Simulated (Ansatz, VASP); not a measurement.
**NaCl in VASP and in Ansatz**

```
CELL_PARAMETERS angstrom
0.00000 2.79406 2.79406
2.79406 0.00000 2.79406
2.79406 2.79406 0.00000
ATOMIC_POSITIONS crystal
Cl 0.50000 0.50000 0.50000
Na 0.00000 0.00000 0.00000
```

Alike in both runs: task single point; functional PBE-based screened hybrid; k mesh 4 × 4 × 4; occupations fermi-dirac, width 0.05 eV; no spin polarisation.

|  | VASP | Ansatz |
| --- | --- | --- |
| version | VASP 6.6.1 | Ansatz 0.2.0 |
| potentials or method | VASP PAW PBE potentials, release 64 (Cl, Na_pv), cutoff 520 eV | all-electron PAW datasets made for the crystal |

```tsv
	VASP	Ansatz	Ansatz less VASP
gap on the k mesh at the Fermi level (eV)	8.05	8.07	+0.014
least direct gap on the mesh (eV)	8.05	8.07	+0.014
pressure (GPa)	0.4	0.4	-0.08
```

VASP's potentials were made for PBE, not for PBE-based screened hybrid. Ansatz ran all-electron here, and VASP with PAW potentials.

The k mesh is coarse, so the values compare programs but aren't converged.
